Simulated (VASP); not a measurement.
Here is a VASP 6.6.1 calculation.

File INCAR:

```
  PREC = Accurate
  ENCUT = 520
  EDIFF = 1E-6
  ISMEAR = 0
  SIGMA = 0.05
  LREAL = F
  LASPH = T
  NELM = 60
  ALGO = Normal
  ISIF = 2
  LWAVE = F
  LCHARG = F
  NBANDS = 25
```

KPOINTS

```
Automatic mesh
0
Gamma
  6 6 10
```

The input POSCAR:

```
SiO2
1.0
    4.2666947603      0.0000000000      0.0000000000
    0.0000000000      4.2666947603      0.0000000000
    0.0000000000      0.0000000000      2.3624688888
Si O
2 4
Direct
    0.5000000000      0.5000000000      0.5000000000
    0.0000000000      0.0000000000      0.0000000000
    0.6944252994      0.6944252994      0.0000000000
    0.1944252994      0.8055747006      0.5000000000
    0.3055747006      0.3055747006      0.0000000000
    0.8055747006      0.1944252994      0.5000000000
```

Potentials or basis: VASP PAW LDA potentials, release 64 (Si, O).

Command:

```sh
$ cat potpaw_LDA.64/Si/POTCAR potpaw_LDA.64/O/POTCAR > POTCAR
$ mpirun -np 1 vasp_std > vasp.out
```

(1) What does it give for the band gap on the k mesh?

(2) Estimate the largest force.

(3) Estimate the pressure.

Results:

(1) 6.98 eV, direct.

(2) 0.054 eV/Å.

(3) 40.2 GPa.
